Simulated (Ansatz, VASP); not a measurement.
One calculation of MoS, two programs

File INCAR:

```
SYSTEM = MoS
PREC = Accurate ; ENCUT = 520
EDIFF = 1E-6 ; ISMEAR = 0
SIGMA = 0.05 ; LREAL = .FALSE.
LASPH = .TRUE. ; NELM = 150
ALGO = Normal ; ISIF = 2
LWAVE = .FALSE. ; LCHARG = .FALSE.
ISPIN = 2 ; MAGMOM = 1 1 0 0
LORBIT = 11 ; LMAXMIX = 4
LDIPOL = .TRUE. ; IDIPOL = 3
DIPOL = 0.5 0.5 0.500 ; GGA = PS
NBANDS = 32
```

Contents of KPOINTS:

```
Automatic mesh
0
G
  9 9 1
  0 0 0
```

The input POSCAR:

```
MoS
1.0
    3.1431208273      0.0000000000      0.0000000000
   -1.5715604137      2.7220224836      0.0000000000
    0.0000000000      0.0000000000     21.2832906737
Mo S
2 2
Direct
    0.6666666667      0.3333333333      0.3523891167
    0.3333333333      0.6666666667      0.6476108833
    0.3333333333      0.6666666667      0.4255867827
    0.0000000000      0.0000000000      0.5743881339
```

Input for Ansatz:

```yaml
crystal:
  lattice:
    - [3.1431208273, 0.0, 0.0]
    - [-1.5715604137, 2.7220224836, 0.0]
    - [0.0, 0.0, 21.2832906737]
  atoms:
    - { symbol: Mo, position: [0.6666666667, 0.3333333333, 0.3523891167], spin: 1.0 }
    - { symbol: S, position: [0.3333333333, 0.6666666667, 0.4255867827] }
    - { symbol: S, position: [0.0, 0.0, 0.5743881339] }
    - { symbol: Mo, position: [0.3333333333, 0.6666666667, 0.6476108833], spin: 1.0 }
basis:
  ecutwfc: 420
kpoints:
  mp_grid: { grid: [9, 9, 1] }
hamiltonian:
  xc: pbesol
scf:
  occupations: { method: gaussian, width: 0.05 }
output:
  forces: true
  stress: true
  eigenvalues: true
  populations: true
  write_density: true
  write_potential: true
  elf: true
  volumetric_format: npy
magnetization:
  spin_polarized: true
efield:
  axis: 3
  dipole_correction: true
  ramp_width: 0.04
```

Alike in both runs: task single point; functional PBEsol; k mesh 9 × 9 × 1; occupations gaussian, width 0.05 eV; collinear spin.

|  | VASP | Ansatz |
| --- | --- | --- |
| version | VASP 6.6.1 | Ansatz 0.2.0 |
| potentials or method | VASP PAW PBE potentials, release 64 (Mo_sv, S), cutoff 520 eV | scalar-relativistic, plane waves, PAW |
| valence electrons in the cell | 40 | 40 |

```csv
,VASP,Ansatz,Ansatz less VASP
gap on the k mesh at the Fermi level (eV),none,none,-
rms of the force components (eV/Å),0.686,0.689,+0.0033
net moment per atom (μB),0.00,0.00,0.000
```

VASP's potentials were made for PBE, not for PBEsol. A gap of «none» marks a metal or a gap that the smearing closes. Ansatz's warnings: seeded moment not kept, stability check not made, xc potential rough in thin density.
